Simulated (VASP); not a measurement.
# Ni3Ge (Pm-3m) in VASP: a series of runs

The runs below take Ni3Ge through single point, with LDA.

Program: VASP 6.6.1. These are calculated values, not measurements. Logs are shortened: lines on timing, memory, paths and dates and some standing lists are left out, and cuts for length are marked.

## (1) The cell of the first run

Symmetry: Pm-3m, No. 221, cubic system. The conventional cell has a = 3.417 Å, b = 3.417 Å, c = 3.417 Å, α = 90.00°, β = 90.00°, γ = 90.00°. Within 3.2 Å of Ni (site symmetry 4/mmm) lie 8 Ni at 2.42 Å and 4 Ge at 2.42 Å. Within 3.2 Å of Ge (site symmetry m-3m) lie 12 Ni at 2.42 Å.

## (2) Single point, LDA, collinear spin, ferromagnetic start (9.98 Å³/atom)

The input, INCAR:

```
SYSTEM = Ni3Ge
  ALGO = Fast
  EDIFF = 1E-6
  ENCUT = 520
  GGA = CA
  ISIF = 2
  ISMEAR = 0
  ISPIN = 2
  LASPH = .TRUE.
  LCHARG = .FALSE.
  LMAXMIX = 4
  LORBIT = 11
  LREAL = .FALSE.
  LWAVE = .FALSE.
  MAGMOM = 0.625 0.625 0.625 0
  NBANDS = 34
  NELM = 150
  NUPDOWN = 1.875
  PREC = Accurate
  SIGMA = 0.15
```

The input, KPOINTS:

```
k-points
0
G
  12 12 12
  0 0 0
```

The input, POSCAR:

```
Ni3Ge
1.0
    3.4174420872      0.0000000000      0.0000000000
    0.0000000000      3.4174420872      0.0000000000
    0.0000000000      0.0000000000      3.4174420872
Ni Ge
3 1
Direct
    0.5000000000      0.0000000000      0.5000000000
    0.0000000000      0.5000000000      0.5000000000
    0.5000000000      0.5000000000      0.0000000000
    0.0000000000      0.0000000000      0.0000000000
```

Potentials or basis: VASP PAW LDA potentials, release 64 (Ni, Ge_d).

Started as:

```
$ cat potpaw_LDA.64/Ni/POTCAR potpaw_LDA.64/Ge_d/POTCAR > POTCAR
$ mpirun -np 1 vasp_std > vasp.out
```

OUTCAR:

```text
SYSTEM = Ni3Ge
   EDIFF = 1E-6
   ENCUT = 520
   GGA = CA
   ISIF = 2
   ISMEAR = 0
   ISPIN = 2
   LASPH = .TRUE.
   LORBIT = 11
   LREAL = .FALSE.
   NELM = 150
   NUPDOWN = 1.875
   PREC = Accurate

 ion  position               nearest neighbor table
   1  0.500  0.000  0.500-   2 2.42   3 2.42   4 2.42   3 2.42   4 2.42   2 2.42   3 2.42   3 2.42
                             2 2.42   4 2.42   4 2.42   2 2.42
   2  0.000  0.500  0.500-   1 2.42   3 2.42   4 2.42   3 2.42   4 2.42   1 2.42   4 2.42   4 2.42
                             1 2.42   3 2.42   3 2.42   1 2.42
   3  0.500  0.500  0.000-   1 2.42   2 2.42   4 2.42   1 2.42   2 2.42   1 2.42   4 2.42   1 2.42
                             2 2.42   4 2.42   2 2.42   4 2.42
   4  0.000  0.000  0.000-   1 2.42   2 2.42   3 2.42   1 2.42   2 2.42   2 2.42   3 2.42   2 2.42
                             1 2.42   3 2.42   1 2.42   3 2.42

  LATTYP: Found a simple cubic cell.
 ALAT       =     3.4174420872

  Lattice vectors:

 A1 = (   3.4174420872,   0.0000000000,   0.0000000000)
 A2 = (   0.0000000000,   3.4174420872,   0.0000000000)
 A3 = (   0.0000000000,   0.0000000000,   3.4174420872)

Analysis of symmetry for initial positions (statically):
=====================================================================
 Subroutine PRICEL returns:
 Original cell was already a primitive cell.

 Routine SETGRP: Setting up the symmetry group for a
 simple cubic supercell.

 Subroutine GETGRP returns: Found 48 space group operations
 (whereof 48 operations were pure point group operations)
 out of a pool of 48 trial point group operations.

The static configuration has the point symmetry O_h .

Analysis of symmetry for dynamics (positions and initial velocities):
=====================================================================
 Subroutine PRICEL returns:
 Original cell was already a primitive cell.

 Routine SETGRP: Setting up the symmetry group for a
 simple cubic supercell.

 Subroutine GETGRP returns: Found 48 space group operations
 (whereof 48 operations were pure point group operations)
 out of a pool of 48 trial point group operations.

The dynamic configuration has the point symmetry O_h .

Analysis of structural, dynamic, and magnetic symmetry:
=====================================================================
 Subroutine PRICEL returns:
 Original cell was already a primitive cell.

 Routine SETGRP: Setting up the symmetry group for a
 simple cubic supercell.

[... 131 lines left out ...]
  Thomas-Fermi vector in A             =   2.772998
   LORBIT       =     11    0 simple, 1 ext, 2 COOP (PROOUT), +10 PAW based schemes
   GGA     = CA    functional components
   LHFCALC =     F    Hartree Fock is set to
   AEXX    =    0.0000 exact exchange contribution
   IVDW    =     0    specifies the selected vdW correction
   LEPSILON=     F    determine dielectric tensor
   LRPA    =     F    only Hartree local field effects (RPA)
 spin polarized calculation
 RMM-DIIS sequential band-by-band and
 Gauss-broadening in eV      SIGMA  =   0.15
  energy-cutoff  :      520.00
  volume of cell :       39.91
 maximum number of plane-waves:      1108
 NGX is ok and might be reduce to    28
   NGX = 13   NGY = 13   NGZ = 13

 number of electron      44.0000016 magnetization       1.8749999

 Free energy of the ion-electron system (eV)
  ---------------------------------------------------
  ext. energy  EPLUGINS =         0.00000000
  ---------------------------------------------------
  free energy    TOTEN  =       -25.65343104 eV

  energy without entropy =      -25.62552990  energy(sigma->0) =      -25.63948047

 E-fermi :  11.2260     XC(G=0): -14.4230

 val. band max:       12.3969623137   @ k =   0.5000   0.5000   0.5000
 cond. band min:      11.2478892359   @ k =   0.5000   0.2500   0.0000
 fundamental gap:     -1.1490730778
 Fermi energy:        12.4016230978

 spin component 1

 k-point     1 :       0.0000    0.0000    0.0000
  band No.  band energies     occupation
      1     -13.0383      1.00000
      2     -13.0383      1.00000
      3     -13.0173      1.00000
      4     -13.0173      1.00000
      5     -13.0173      1.00000
      6      -1.7495      1.00000
[... 877 lines left out ...]
     33      26.1088      0.00000
     34      27.8631      0.00000

 [... further k-points ...]

 spin component 2

 k-point     1 :       0.0000    0.0000    0.0000
  band No.  band energies     occupation
      1     -13.0231      1.00000
      2     -13.0231      1.00000
      3     -13.0022      1.00000
      4     -13.0022      1.00000
      5     -13.0022      1.00000
      6      -1.6572      1.00000
[... 877 lines left out ...]
     33      26.2712      0.00000
     34      28.0135      0.00000

 [... further k-points ...]
[... 5 lines left out ...]
  --------------------------------------------------------------------------------------
  -------------------------------------------------------------------------------------
  Total        5.4498064      5.4498064      5.4498064      0.0000000      0.0000000     -0.0000000
  in kB      218.7702022    218.7702022    218.7702022      0.0000000      0.0000000     -0.0000000
  external PRESSURE =     218.7702022 kB  Pullay stress =       0.0000000 kB

 VOLUME and BASIS-vectors are now :
 -----------------------------------------------------------------------------
  energy-cutoff  :      520.00
  volume of cell :       39.91
      direct lattice vectors                 reciprocal lattice vectors
     3.417442087  0.000000000  0.000000000     0.292616517  0.000000000  0.000000000
     0.000000000  3.417442087  0.000000000     0.000000000  0.292616517  0.000000000
     0.000000000  0.000000000  3.417442087     0.000000000  0.000000000  0.292616517

 POSITION                                       TOTAL-FORCE (eV/Angst)
 -----------------------------------------------------------------------------------
      1.70872      0.00000      1.70872         0.000000      0.000000      0.000000
      0.00000      1.70872      1.70872         0.000000      0.000000      0.000000
      1.70872      1.70872      0.00000         0.000000      0.000000      0.000000
      0.00000      0.00000      0.00000         0.000000      0.000000      0.000000
 -----------------------------------------------------------------------------------
    total drift:                                0.000000      0.000000      0.000000

  FREE ENERGIE OF THE ION-ELECTRON SYSTEM (eV)
  ---------------------------------------------------
  free  energy   TOTEN  =       -25.6534310392 eV

  energy  without entropy=      -25.6255299030  energy(sigma->0) =      -25.63948047

 total charge

# of ion       s       p       d       tot
------------------------------------------
    1        0.526   0.663   8.471   9.660
    2        0.526   0.663   8.471   9.660
    3        0.526   0.663   8.471   9.660
    4        1.096   1.397  10.190  12.684
--------------------------------------------------
tot          2.674   3.387  35.602  41.663

 magnetization (x)

# of ion       s       p       d       tot
------------------------------------------
    1        0.003   0.016   0.570   0.590
    2        0.003   0.016   0.570   0.590
    3        0.003   0.016   0.570   0.590
    4        0.007   0.061  -0.002   0.065
--------------------------------------------------
tot          0.017   0.108   1.709   1.834
```

stdout:

```text
POSCAR found type information on POSCAR NiGe
 POSCAR found :  2 types and       4 ions
 scaLAPACK will be used
 LDA part: xc-table for (Slater(with rela. corr.)+CA(PZ))
 , standard interpolation
 POSCAR, INCAR and KPOINTS ok, starting setup
 FFT: planning ... GRIDC
 FFT: planning ... GRID_SOFT
 FFT: planning ... GRID
 WAVECAR not read
 entering main loop
WARNING in EDDRMM: call to ZHEGV failed, returncode =   8  4      8
WARNING in EDDRMM: call to ZHEGV failed, returncode =   6  3     16
WARNING in EDDRMM: call to ZHEGV failed, returncode =   6  3     14
WARNING in EDDRMM: call to ZHEGV failed, returncode =   6  3      6
```

Run time: 6.5 min. Hardware: 1 thread of Oxide Virtual Turin-like, shared host; peak memory 0.23 GiB.

What came out:

* Free energy: -25.6534 eV
* Pressure: 21.9 GPa
* Net moment: 1.87 μB per cell
* Site moments: Ni +0.59; Ge +0.07 μB
* Valence electrons inside the program's atomic spheres: Ni 9.66; Ge 12.68

Caveat: the cell stands under pressure; the total moment is fixed, so each spin has its own Fermi level and the state may be an excited one.

## (3) Single point, LDA, collinear spin, ferromagnetic start (9.98 Å³/atom)

The input, INCAR:

```
PREC = Accurate
ENCUT = 520
EDIFF = 1E-6
ISMEAR = 0
SIGMA = 0.15
LREAL = False
LASPH = True
NELM = 150
ALGO = Normal
ISIF = 2
LWAVE = False
LCHARG = True
ISPIN = 2
MAGMOM = 0.375 0.375 0.375 0
LORBIT = 11
NUPDOWN = 1.125
LMAXMIX = 4
LELF = True
LVHAR = True
NBANDS = 34
```

The input, KPOINTS:

```
Automatic mesh
0
Gamma
  12 12 12
```

POSCAR is that of step 2.

Potentials or basis: VASP PAW LDA potentials, release 64 (Ni, Ge_d).

Started as:

```
$ cat potpaw_LDA.64/Ni/POTCAR potpaw_LDA.64/Ge_d/POTCAR > POTCAR
$ mpirun -np 1 vasp_std > vasp.out
```

OUTCAR:

```text
PREC = Accurate
   ENCUT = 520
   EDIFF = 1E-6
   ISMEAR = 0
   LREAL = False
   LASPH = True
   NELM = 150
   ISIF = 2
   ISPIN = 2
   LORBIT = 11
   NUPDOWN = 1.125

 ion  position               nearest neighbor table
   1  0.500  0.000  0.500-   2 2.42   3 2.42   4 2.42   3 2.42   4 2.42   2 2.42   3 2.42   3 2.42
                             2 2.42   4 2.42   4 2.42   2 2.42
   2  0.000  0.500  0.500-   1 2.42   3 2.42   4 2.42   3 2.42   4 2.42   1 2.42   4 2.42   4 2.42
                             1 2.42   3 2.42   3 2.42   1 2.42
   3  0.500  0.500  0.000-   1 2.42   2 2.42   4 2.42   1 2.42   2 2.42   1 2.42   4 2.42   1 2.42
                             2 2.42   4 2.42   2 2.42   4 2.42
[... 2012 lines left out ...]
     0.000000000  3.417442087  0.000000000     0.000000000  0.292616517  0.000000000
     0.000000000  0.000000000  3.417442087     0.000000000  0.000000000  0.292616517

 POSITION                                       TOTAL-FORCE (eV/Angst)
 -----------------------------------------------------------------------------------
      1.70872      0.00000      1.70872         0.000000      0.000000      0.000000
      0.00000      1.70872      1.70872         0.000000      0.000000      0.000000
      1.70872      1.70872      0.00000         0.000000      0.000000      0.000000
      0.00000      0.00000      0.00000         0.000000      0.000000      0.000000
 -----------------------------------------------------------------------------------
    total drift:                                0.000000      0.000000      0.000000

  FREE ENERGIE OF THE ION-ELECTRON SYSTEM (eV)
  ---------------------------------------------------
  free  energy   TOTEN  =       -26.0073598492 eV

  energy  without entropy=      -25.9716960812  energy(sigma->0) =      -25.98952797

 total charge

# of ion       s       p       d       tot
------------------------------------------
    1        0.523   0.655   8.490   9.668
    2        0.523   0.655   8.490   9.668
    3        0.523   0.655   8.490   9.668
    4        1.101   1.374  10.193  12.668
--------------------------------------------------
tot          2.670   3.340  35.663  41.673

 magnetization (x)

# of ion       s       p       d       tot
------------------------------------------
    1       -0.000   0.003   0.361   0.363
    2       -0.000   0.003   0.361   0.363
    3       -0.000   0.003   0.361   0.363
    4       -0.000   0.024  -0.005   0.019
--------------------------------------------------
tot         -0.002   0.032   1.079   1.109
```

It took 7.2 min on 1 thread of Oxide Virtual Turin-like, shared host; peak memory 0.23 GiB.

Results:

| Quantity | Value |
| --- | --- |
| Free energy | -26.0074 eV |
| Pressure | 19.6 GPa |
| Net moment | 1.12 μB per cell |
| Site moments | Ni +0.36; Ge +0.02 μB |
| Valence electrons inside the program's atomic spheres | Ni 9.67; Ge 12.67 |

Caveat: the cell stands under pressure; the total moment is fixed, so each spin has its own Fermi level and the state may be an excited one.
